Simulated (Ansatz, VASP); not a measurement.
Two plane-wave programs on TiAl3

Contents of POSCAR:

```
TiAl3
1.0
    2.8396770000      0.0000000000      0.0000000000
    0.0000000000      4.6812640000      0.0000000000
    0.0000000000      0.0000000000      4.9007420000
Ti Al
1 3
Direct
    0.0000000000      0.5000000000      0.1659160000
    0.5000000000      0.5000000000      0.6672710000
    0.5000000000      0.0000000000      0.3309120000
    0.0000000000      0.0000000000      0.8359000000
```

The input INCAR.step1:

```
SYSTEM = TiAl3
PREC = Accurate ; ENCUT = 520
ISMEAR = 0 ; SIGMA = 0.1
LREAL = .False. ; LASPH = .True.
NELM = 100 ; NBANDS = 18
GGA = PE ; ALGO = Normal
EDIFF = 1E-4 ; LWAVE = .True.
LCHARG = .False.
```

INCAR.step2

```
SYSTEM = TiAl3
PREC = Accurate ; ENCUT = 520
EDIFF = 1E-6 ; ISMEAR = 0
SIGMA = 0.1 ; LREAL = .False.
LASPH = .True. ; NELM = 100
ALGO = Normal ; ISIF = 2
LWAVE = .False. ; LCHARG = .False.
METAGGA = R2SCAN ; LMIXTAU = .True.
NBANDS = 18 ; ISTART = 1
```

Contents of KPOINTS:

```
Automatic mesh
0
Gamma
  6 4 4
  0 0 0
```

Input for Ansatz:

```yaml
crystal:
  lattice:
    - [2.839677, 0.0, 0.0]
    - [0.0, 4.681264, 0.0]
    - [0.0, 0.0, 4.900742]
  atoms:
    - { symbol: Ti, position: [0.0, 0.5, 0.165916] }
    - { symbol: Al, position: [0.5, 0.5, 0.667271] }
    - { symbol: Al, position: [0.5, 0.0, 0.330912] }
    - { symbol: Al, position: [0.0, 0.0, 0.8359] }
basis:
  ecutwfc: 500
kpoints:
  mp_grid: { grid: [6, 4, 4] }
hamiltonian:
  xc: r2scan
scf:
  occupations: { method: gaussian, width: 0.1 }
output:
  forces: true
  stress: true
  eigenvalues: true
```

Alike in both runs: task single point; functional r2SCAN; k mesh 6 × 4 × 4; occupations gaussian, width 0.1 eV; no spin polarisation.

|  | VASP | Ansatz |
| --- | --- | --- |
| version | VASP 6.6.1 | Ansatz 0.2.0 |
| potentials or method | VASP PAW PBE potentials, release 64 (Ti_sv, Al), cutoff 520 eV | scalar-relativistic, plane waves, PAW |
| valence electrons in the cell | 21 | 21 |

```tsv
	VASP	Ansatz	Ansatz less VASP
gap on the k mesh at the Fermi level (eV)	none	none	-
pressure (GPa)	-2.3	-2.2	+0.09
traceless stress, the component that is largest in VASP (GPa)	1.73	1.72	-0.002
rms of the force components (eV/Å)	0.019	0.022	+0.0028
```

VASP's potentials were made for PBE, not for r2SCAN. Atom by atom the forces differ by 0.005 eV/Å (rms over components). A gap of «none» marks a metal or a gap that the smearing closes. The functional is the same, so the differences come from potentials, cutoffs and numerics.

The k mesh is coarse, so the values compare programs but aren't converged.
